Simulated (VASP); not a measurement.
Input of a VASP 6.6.1 run:

The input INCAR:

```
SYSTEM = Se
ALGO = Normal
EDIFF = 1E-6
ENCUT = 500
GGA = PS
GGA_COMPAT = .FALSE.
ISIF = 2
ISMEAR = 0
LASPH = .TRUE.
LCHARG = .FALSE.
LREAL = .FALSE.
LWAVE = .FALSE.
NBANDS = 9
NELM = 120
PREC = Accurate
SIGMA = 0.1
```

Contents of KPOINTS:

```
k-points
0
G
  13 13 13
  0 0 0
```

The input POSCAR:

```
Se
1.0
   -1.4038000000      1.4038000000      1.4038000000
    1.4038000000     -1.4038000000      1.4038000000
    1.4038000000      1.4038000000     -1.4038000000
Se
1
Direct
    0.0000000000      0.0000000000      0.0000000000
```

Potentials or basis: VASP PAW PBE potentials, release 64 (Se).

Command:

```sh
$ cat potpaw_PBE.64/Se/POTCAR > POTCAR
$ mpirun -np 1 vasp_std > vasp.out
```

Q: Estimate the band gap on the k mesh.

A: Zero (band 3 reaches 22.86 eV, above the bottom of band 4 at 7.63 eV).

Q: Predict the pressure.

A: 163.7 GPa.

Caveat: the PAW data sets were made with another functional, which shifts forces and pressure a little.
